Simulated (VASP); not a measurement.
Runs of VASP 6.6.1 on CdSe. The structure is that of space group F-43m (No. 216), or close to it. The cells are those of the table. 

```tsv
task	level	cell	cutoff (eV)	gap on the mesh (eV)	pressure (GPa)	relaxed volume (Å³/atom)
single point	PBEsol	a = 4.301 Å, angles 60.0°, 2 atoms	520	0.48	0.3	-
relaxation of cell and atoms	PBE	relaxed from a = 4.342 Å, angles 60.0°, 2 atoms	600	0.48	0.0	29.88
relaxation of cell and atoms	r2SCAN	relaxed from a = 4.342 Å, angles 60.0°, 2 atoms	600	1.02	0.0	-
single point	PBE	a = 4.382 Å, angles 60.0°, 2 atoms	520	(a)	0.2	-
relaxation of cell and atoms	PBEsol	relaxed from a = 4.342 Å, angles 60.0°, 2 atoms	600	0.47	0.0	28.28
single point	r2SCAN	a = 4.337 Å, angles 60.0°, 2 atoms	520	(b)	0.2	-
```

Alike in all rows: potentials or basis VASP PAW PBE potentials, release 64 (Cd, Se); no spin polarisation; k mesh 6 × 6 × 6; smearing gaussian 0.01 eV.

Estimate the missing entries.

(a) 0.49; (b) 1.03.

Caveats: the PAW data sets were made with another functional, which shifts forces and pressure a little (some runs); the relaxation stopped at its first step, so nothing moved (some runs).

A k mesh can miss the band edges, and the runs leave out spin-orbit coupling on Cd, Se.
